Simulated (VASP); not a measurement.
Set up this calculation in VASP 6.6.1, as the native input.

* Task: single point
* Functional: PBEsol
* Potentials or basis: VASP PAW PBE potentials, release 64 (Ba_sv, Ti_sv, O_h)
* Cutoff: 1340 eV
* k mesh: 8 × 8 × 8
* Occupations: gaussian, width 0.02 eV
* Spin: no spin polarisation
* Dipole correction: no
* Further INCAR settings: ALGO = Normal; EDIFF = 1e-06; NBANDS = 28

The structure of BaTiO3 lies in POSCAR:

```
BaTiO3
1.0
    3.9698693310      0.0000000000      0.0000000000
    0.0000000000      3.9698693310      0.0000000000
    0.0000000000      0.0000000000      4.0889654109
Ba Ti O
1 1 3
Direct
    0.5000000000      0.5000000000      0.5000000000
    0.0000000000      0.0000000000      0.0000000000
    0.5000000000      0.0000000000      0.0000000000
    0.0000000000      0.5000000000      0.0000000000
    0.0000000000      0.0000000000      0.5000000000
```

This cell differs from its parent crystal: strain along c alone, the other axes held: +3.0 %.

The input as run:

INCAR

```
SYSTEM = BaTiO3
PREC = Accurate
ENCUT = 1340
EDIFF = 1E-6
ISMEAR = 0
SIGMA = 0.02
LREAL = .False.
LASPH = .True.
NELM = 120
ALGO = Normal
ISIF = 2
LWAVE = .False.
LCHARG = .False.
GGA = PS
NBANDS = 28
GGA_COMPAT = .False.
```

KPOINTS

```
regular mesh
0
Gamma
  8 8 8
  0 0 0
```

Potentials or basis: VASP PAW PBE potentials, release 64 (Ba_sv, Ti_sv, O_h).

Launch:

```bash
$ cat potpaw_PBE.64/Ba_sv/POTCAR potpaw_PBE.64/Ti_sv/POTCAR potpaw_PBE.64/O_h/POTCAR > POTCAR
$ mpirun -np 1 vasp_std > vasp.out
```

It gave:

```
Pressure               : -3.2 GPa
Band gap on the k mesh : 1.64 eV (least direct gap 1.81 eV)
```

Caveat: the cell differs from its parent crystal (strain along c alone, the other axes held: +3.0 %); the stress differs along the axes, from -7 to -1 GPa; the PAW data sets were made with another functional, which shifts forces and pressure a little; spin-orbit coupling is left out, which moves the levels of the heavy elements.

Run time: 4.6 min on 1 thread of Intel(R) Xeon(R) 6975P-C (Granite Rapids), with other jobs on the host, peak memory 0.73 GiB.
